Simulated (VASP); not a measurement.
Here is a VASP 6.6.1 calculation.

The input INCAR:

```
ALGO = Fast
EDIFF = 1E-6
ENCUT = 520
GGA = PS
ISIF = 2
ISMEAR = 0
LASPH = True
LCHARG = False
LREAL = False
LWAVE = False
NBANDS = 10
NELM = 80
PREC = Accurate
SIGMA = 0.15
```

KPOINTS

```
k-points
0
Gamma
  24 24 24
```

The input POSCAR:

```
Os
1.0
   -0.4215090416      1.7587101392      1.7587101392
    1.7587101392     -0.4215090416      1.7587101392
    1.7587101392      1.7587101392     -0.4215090416
Os
1
Direct
    0.0000000000      0.0000000000      0.0000000000
```

Potentials or basis: VASP PAW PBE potentials, release 64 (Os).

Command:

```console
$ cat potpaw_PBE.64/Os/POTCAR > POTCAR
$ mpirun -np 1 vasp_std > vasp.out
```

Question: What does it give for the band gap on the k mesh?

Answer: Zero (band 4 reaches 12.87 eV, above the bottom of band 5 at 6.84 eV).

Question: Predict the pressure.

Answer: 18.3 GPa.

Stress tensor (GPa, compression positive):
```
18.29 16.43 16.43
16.43 18.29 16.43
16.43 16.43 18.29
```

Caveat: the PAW data sets were made with another functional, which shifts forces and pressure a little; spin-orbit coupling is left out, which moves the levels of the heavy elements.
